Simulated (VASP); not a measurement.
# P (P4/mmm) in VASP: further runs

The runs below take P through single point, relaxation of cell and atoms, with PBE.

All numbers are computed with VASP 6.6.1; they aren't measurements. Logs are shortened: lines on timing, memory, paths and dates and some standing lists are left out, and cuts for length are marked.

### Step 1. The cell of the first run

Symmetry: P4/mmm, No. 123, tetragonal system. The conventional cell has a = 3.054 Å, b = 3.054 Å, c = 2.146 Å, α = 90.00°, β = 90.00°, γ = 90.00°. Within 2.8 Å of P (site symmetry 4/mmm) lie 2 P at 2.15 Å.

### Step 2. Single point, PBE

INCAR

```
SYSTEM = P
ALGO = Normal ; EDIFF = 1E-6
ENCUT = 520 ; GGA = PE
ISIF = 2 ; ISMEAR = 0
LASPH = .TRUE. ; LCHARG = .FALSE.
LREAL = .FALSE. ; LWAVE = .FALSE.
NBANDS = 8 ; NELM = 60
PREC = Accurate ; SIGMA = 0.1
```

KPOINTS

```
k-points
0
G
  6 6 8
  0 0 0
```

POSCAR

```
P
1.0
    3.0537156100      0.0000000000      0.0000000000
    0.0000000000      3.0537156100      0.0000000000
    0.0000000000      0.0000000000      2.1455464300
P
1
Direct
    0.0000000000      0.0000000000      0.0000000000
```

Potentials or basis: VASP PAW PBE potentials, release 64 (P).

Started as:

```console
> cat potpaw_PBE.64/P/POTCAR > POTCAR
> mpirun -np 1 vasp_std > vasp.out
```

OUTCAR:

```text
SYSTEM = P
   EDIFF = 1E-6
   ENCUT = 520
   GGA = PE
   ISIF = 2
   ISMEAR = 0
   LASPH = .TRUE.
   LREAL = .FALSE.
   NELM = 60
   PREC = Accurate

 ion  position               nearest neighbor table
   1  0.000  0.000  0.000-

  LATTYP: Found a simple tetragonal cell.
 ALAT       =     3.0537156100
 C/A-ratio  =     0.7026019132

  Lattice vectors:

 A1 = (   3.0537156100,   0.0000000000,   0.0000000000)
 A2 = (   0.0000000000,   3.0537156100,   0.0000000000)
 A3 = (   0.0000000000,   0.0000000000,   2.1455464300)

Analysis of symmetry for initial positions (statically):
=====================================================================
 Subroutine PRICEL returns:
 Original cell was already a primitive cell.

 Routine SETGRP: Setting up the symmetry group for a
 simple tetragonal supercell.

 Subroutine GETGRP returns: Found 16 space group operations
 (whereof 16 operations were pure point group operations)
 out of a pool of 16 trial point group operations.

The static configuration has the point symmetry D_4h.

Analysis of symmetry for dynamics (positions and initial velocities):
=====================================================================
 Subroutine PRICEL returns:
 Original cell was already a primitive cell.

 Routine SETGRP: Setting up the symmetry group for a
 simple tetragonal supercell.

 Subroutine GETGRP returns: Found 16 space group operations
 (whereof 16 operations were pure point group operations)
 out of a pool of 16 trial point group operations.

The dynamic configuration has the point symmetry D_4h.

 Subroutine INISYM returns: Found 16 space group operations
 (whereof 16 operations are pure point group operations),
 and found     1 'primitive' translations

----------------------------------------------------------------------------------------

                                     Primitive cell

  volume of cell :      20.0076

  direct lattice vectors                    reciprocal lattice vectors
     3.053715610  0.000000000  0.000000000     0.327469918  0.000000000  0.000000000
     0.000000000  3.053715610  0.000000000     0.000000000  0.327469918  0.000000000
     0.000000000  0.000000000  2.145546430     0.000000000  0.000000000  0.466081734

  length of vectors
     3.053715610  3.053715610  2.145546430     0.327469918  0.327469918  0.466081734

  position of ions in fractional coordinates (direct lattice)
     0.000000000  0.000000000  0.000000000

  ion indices of the primitive-cell ions
   primitive index   ion index
                 1           1
[... 70 lines left out ...]
   ENCUT  =  520.0 eV  38.22 Ry    6.18 a.u.   5.68  5.68  3.99*2*pi/ulx,y,z
   NELM   =     60;   NELMIN=  2; NELMDL= -5     # of ELM steps
   EDIFF  = 0.1E-05   stopping-criterion for ELM
   LREAL  =      F    real-space projection
   EDIFFG = 0.1E-04   stopping-criterion for IOM
   NSW    =      0    number of steps for IOM
   IBRION =     -1    ionic relax: 0-MD 1-quasi-New 2-CG
   NFREE  =      0    steps in history (QN), initial steepest desc. (CG)
   ISIF   =      2    stress and relaxation
   ISYM   =      2    0-nonsym 1-usesym 2-fastsym
   POTIM  = 0.5000    time-step for ionic-motion
   TEBEG  =    0.0;   TEEND  =   0.0 temperature during run
   PSTRESS=    0.0 pullay stress
   NELECT =       5.0000    total number of electrons
   NUPDOWN=      -1.0000    fix difference up-down
   EMIN   =  10.00;   EMAX   =-10.00  energy-range for DOS
   EFERMI =   0.00;   METHOD = LEGACY
   ISMEAR =     0;   SIGMA  =   0.10  broadening in eV -4-tet -1-fermi 0-gaus
   EFERMI_NEDOS =   21; number of points for ismear=-14 and -15
   IALGO  =     38    algorithm
   IMIX   =      4    mixing-type and parameters
     AMIX     =   0.40;   BMIX     =  1.00
     AMIX_MAG =   1.60;   BMIX_MAG =  1.00
  volume/ion in A,a.u.               =      20.01       135.02
  Fermi-wavevector in a.u.,A,eV,Ry     =   1.031177  1.948642 14.467423  1.063326
  Thomas-Fermi vector in A             =   2.165312
   LORBIT       =      0    0 simple, 1 ext, 2 COOP (PROOUT), +10 PAW based schemes
   GGA     = PE    functional components
   LHFCALC =     F    Hartree Fock is set to
   AEXX    =    0.0000 exact exchange contribution
   IVDW    =     0    specifies the selected vdW correction
   LEPSILON=     F    determine dielectric tensor
   LRPA    =     F    only Hartree local field effects (RPA)
 non-spin polarized calculation
 Gauss-broadening in eV      SIGMA  =   0.10
  energy-cutoff  :      520.00
  volume of cell :       20.01
 maximum number of plane-waves:       552
 NGX is ok and might be reduce to    24
   NGX = 11   NGY = 11   NGZ =  7

 number of electron       4.9999999 magnetization

 Free energy of the ion-electron system (eV)
  ---------------------------------------------------
  ext. energy  EPLUGINS =         0.00000000
  ---------------------------------------------------
  free energy    TOTEN  =        -4.53360328 eV

  energy without entropy =       -4.53041608  energy(sigma->0) =       -4.53200968

 E-fermi :   5.2131     XC(G=0):  -9.7549

 val. band max:        5.1896981829   @ k =   0.1667   0.1667   0.2500
 cond. band min:       5.2691439187   @ k =   0.3333   0.3333   0.3750
 fundamental gap:      0.0794457359
 Fermi energy:         5.2131499631

 k-point     1 :       0.0000    0.0000    0.0000
  band No.  band energies     occupation
      1      -9.0261      2.00000
      2       5.3566      0.04256
      3       5.3566      0.04256
      4      10.0429      0.00000
      5      10.8937      0.00000
      6      18.4691      0.00000
      7      21.0637      0.00000
      8      21.3423      0.00000
[... 243 lines left out ...]
 k-point    24 :       0.5000    0.0000    0.2500
  band No.  band energies     occupation
      1      -5.7484      2.00000
      2       1.0566      2.00000
      3       7.9283      0.00000
      4       8.0967      0.00000
      5      15.5007      0.00000
      6      16.6671      0.00000
      7      17.3770      0.00000
      8      19.6076      0.00000

 [... further k-points ...]
[... 5 lines left out ...]
  --------------------------------------------------------------------------------------
  -------------------------------------------------------------------------------------
  Total       -1.4548584     -1.4548584      2.4816030      0.0000000     -0.0000000      0.0000000
  in kB     -116.5027570   -116.5027570    198.7228414      0.0000000     -0.0000000      0.0000000
  external PRESSURE =     -11.4275575 kB  Pullay stress =       0.0000000 kB

 VOLUME and BASIS-vectors are now :
 -----------------------------------------------------------------------------
  energy-cutoff  :      520.00
  volume of cell :       20.01
      direct lattice vectors                 reciprocal lattice vectors
     3.053715610  0.000000000  0.000000000     0.327469918  0.000000000  0.000000000
     0.000000000  3.053715610  0.000000000     0.000000000  0.327469918  0.000000000
     0.000000000  0.000000000  2.145546430     0.000000000  0.000000000  0.466081734

 POSITION                                       TOTAL-FORCE (eV/Angst)
 -----------------------------------------------------------------------------------
      0.00000      0.00000      0.00000         0.000000      0.000000      0.000000
 -----------------------------------------------------------------------------------
    total drift:                                0.000000      0.000000     -0.000000

  FREE ENERGIE OF THE ION-ELECTRON SYSTEM (eV)
  ---------------------------------------------------
  free  energy   TOTEN  =        -4.5336032820 eV

  energy  without entropy=       -4.5304160835  energy(sigma->0) =       -4.53200968
```

OSZICAR:

```text
N       E                     dE             d eps       ncg     rms          rms(c)
DAV:   1     0.195963233088E+01    0.19596E+01   -0.20297E+03   808   0.440E+02
DAV:   2    -0.448844500034E+01   -0.64481E+01   -0.61194E+01  1144   0.498E+01
DAV:   3    -0.456797237431E+01   -0.79527E-01   -0.79510E-01   920   0.621E+00
DAV:   4    -0.456817753722E+01   -0.20516E-03   -0.20516E-03  1264   0.347E-01
DAV:   5    -0.456817770300E+01   -0.16578E-06   -0.16580E-06   944   0.648E-03    0.462E+00
DAV:   6    -0.454237617804E+01    0.25802E-01   -0.22686E-02  1032   0.752E-01    0.268E+00
DAV:   7    -0.453352600998E+01    0.88502E-02   -0.34648E-02   976   0.966E-01    0.139E-01
DAV:   8    -0.453360351885E+01   -0.77509E-04   -0.19803E-03   928   0.295E-01    0.470E-02
DAV:   9    -0.453359928696E+01    0.42319E-05   -0.43355E-05  1024   0.464E-02    0.430E-02
DAV:  10    -0.453360228393E+01   -0.29970E-05   -0.10528E-05   960   0.179E-02    0.277E-02
DAV:  11    -0.453360328205E+01   -0.99812E-06   -0.17140E-06   952   0.792E-03
   1 F= -.45336033E+01 E0= -.45320097E+01  d E =-.318720E-02
```

stdout:

```text
POSCAR found type information on POSCAR P
 POSCAR found :  1 types and       1 ions
 scaLAPACK will be used
 LDA part: xc-table for (Slater+PW92), standard interpolation
 POSCAR, INCAR and KPOINTS ok, starting setup
 FFT: planning ... GRIDC
 FFT: planning ... GRID_SOFT
 FFT: planning ... GRID
 WAVECAR not read
 entering main loop
```

It took 1.9 s on 1 thread of Intel Xeon 6975P-C (Granite Rapids), shared host; peak memory 0.12 GiB.

Results:

- Free energy: -4.5336 eV
- Pressure: -1.1 GPa

Caveat: the k points lie up to 0.37 Å⁻¹ apart.

### Step 3. Relaxation of cell and atoms, PBE

INCAR

```
SYSTEM = P
  PREC = Accurate
  ENCUT = 600
  EDIFF = 1E-7
  ISMEAR = 0
  SIGMA = 0.1
  LREAL = .False.
  LASPH = .True.
  NELM = 60
  ALGO = Normal
  ISIF = 3
  LWAVE = .False.
  LCHARG = .False.
  GGA = PE
  IBRION = 2
  NSW = 90
  EDIFFG = -0.04
```

KPOINTS

```
Automatic mesh
0
Gamma
  6 6 8
  0 0 0
```

POSCAR is that of step 2.

Potentials or basis: VASP PAW PBE potentials, release 64 (P).

Started as:

```console
> cat potpaw_PBE.64/P/POTCAR > POTCAR
> mpirun -np 1 vasp_std > vasp.out
```

Wall time 11 s (1 thread of Intel Xeon 6975P-C (Granite Rapids), shared host); peak memory 0.13 GiB.

The run converged. Its results:

| Quantity | Value |
| --- | --- |
| Free energy | -5.2993 eV |
| Relaxed volume | 14.59 Å³/atom |
| Relaxed cell | a = 2.433 Å, b = 2.433 Å, c = 2.465 Å, α = 90.00°, β = 90.00°, γ = 90.00° |
| Space group after relaxing (to 0.05 Å) | Pm-3m (No. 221) |
| Energy gained by relaxing | 765.4 meV/atom |
| Ionic steps | 11 |
| Pressure after relaxing | 0.0 GPa |

Stress tensor (GPa, compression positive):
```
 0.18  0.00  0.00
 0.00  0.18  0.00
 0.00  0.00 -0.27
```

Step by step:
| step | energy change (eV) | largest force (eV/Å) | pressure (GPa) | volume (Å³) |
| --- | --- | --- | --- | --- |
| 1 | 0.0000 | 0.0000 | -1.13 | 20.01 |
| 2 | -0.2804 | 0.0000 | -13.38 | 19.37 |
| 3 | -0.5568 | 0.0000 | -13.53 | 18.23 |
| 4 | -0.5948 | 0.0000 | 13.46 | 13.97 |
| 5 | -0.7002 | 0.0000 | -4.03 | 15.65 |
| 6 | -0.7003 | 0.0000 | -3.67 | 15.60 |
| 7 | -0.7456 | 0.0000 | -2.02 | 15.01 |
| 8 | -0.4983 | 0.0000 | 18.10 | 13.23 |
| 9 | -0.7633 | 0.0000 | -0.79 | 14.70 |
| 10 | -0.7622 | 0.0000 | 1.30 | 14.44 |
| 11 | -0.7654 | 0.0000 | 0.03 | 14.59 |

Final structure:
```
P
1.0
     2.43299    0.00000    0.00000
     0.00000    2.43299    0.00000
     0.00000    0.00000    2.46453
P
1
Direct
  0.00000 0.00000 0.00000
```

Levels at points of the mesh, in eV from the Fermi level:
```csv
k point,band 1,band 2,band 3,band 4,band 5,band 6
"(0.00, 0.00, 0.00)",-16.55,4.59,5.12,5.12,6.66,6.82
"(0.50, 0.00, 0.00)",-12.15,-8.72,7.47,7.99,9.32,14.43
"(0.50, 0.50, 0.00)",-7.37,-5.29,-5.29,0.96,10.13,17.03
"(0.00, 0.00, 0.50)",-12.40,-8.70,7.81,7.81,9.25,14.49
"(0.50, 0.00, 0.50)",-7.66,-5.47,-5.23,0.94,10.47,17.02
"(0.50, 0.50, 0.50)",-2.33,-2.33,-2.07,-1.74,4.50,4.68
```

Caveat: the k points lie up to 0.43 Å⁻¹ apart in the final cell; the volume moved by over 15 % at a fixed basis, so the end points are rough.
